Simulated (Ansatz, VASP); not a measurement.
**One calculation of InSe, two programs**

```xyz
8
Lattice="4.0266 0.0000 0.0000 -2.0133 3.4871 0.0000 0.0000 0.0000 28.2707" Properties=species:S:1:pos:R:3 pbc="T T T"
Se    0.0000    0.0000    4.5000
Se    0.0000    0.0000    9.8854
Se   -1.7896    3.0997   13.3954
Se   -1.7896    3.0997   18.7807
In    2.0133    1.1624    5.7954
In    2.0133    1.1624    8.5899
In    0.2237    4.2621   14.6908
In    0.2237    4.2621   17.4853
```

Alike in both runs: task single point; functional PBE; dispersion D3(BJ); k mesh 9 × 9 × 1; occupations gaussian, width 0.05 eV; no spin polarisation.

|  | VASP | Ansatz |
| --- | --- | --- |
| version | VASP 6.6.1 | Ansatz 0.2.0 |
| potentials or method | VASP PAW PBE potentials, release 64 (Se, In_d), cutoff 400 eV | scalar-relativistic, plane waves, PAW |
| valence electrons in the cell | 76 | 116 |

|  | VASP | Ansatz | Ansatz less VASP |
| --- | --- | --- | --- |
| gap on the k mesh at the Fermi level (eV) | 1.11 | 1.12 | +0.011 |
| least direct gap on the mesh (eV) | 1.17 | 1.18 | +0.009 |
| rms of the force components (eV/Å) | 0.018 | 0.020 | +0.0018 |

VASP's potentials hold 76 valence electrons a cell and Ansatz's 116, so a difference there can come from the potentials and not from the codes.
